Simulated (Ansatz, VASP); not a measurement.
KRu in VASP and in Ansatz

```
K Ru
1.0
     2.69140    0.00000    0.00000
     0.00000    2.69140    0.00000
     0.00000    0.00000    5.62683
K Ru
1 1
Direct
  0.50000 0.50000 0.50000
  0.00000 0.00000 0.00000
```

Alike in both runs: functional PBE; k mesh 20 × 20 × 10; occupations gaussian, width 0.1 eV; no spin polarisation.

Ansatz relaxed the structure, and its values are those at the end. VASP's run is a single point on that final structure, the one shown.

|  | VASP | Ansatz |
| --- | --- | --- |
| version | VASP 6.6.1 | Ansatz 0.2.0 |
| potentials or method | VASP PAW PBE potentials, release 64 (K_sv, Ru_pv), cutoff 520 eV | scalar-relativistic, plane waves, PAW |
| valence electrons in the cell | 23 | 25 |

Ansatz gave:

| Quantity | Value |
| --- | --- |
| gap on the k mesh at the Fermi level (eV) | none |
| pressure (GPa) | 0.0 |

Problem. Estimate VASP's values.

Solution. gap on the k mesh at the Fermi level (eV): none; pressure (GPa): 0.3.

A gap of «none» marks a metal or a gap that the smearing closes. The functional is the same, so the differences come from potentials, cutoffs and numerics. VASP's potentials hold 23 valence electrons a cell and Ansatz's 25, so a difference there can come from the potentials and not from the codes.
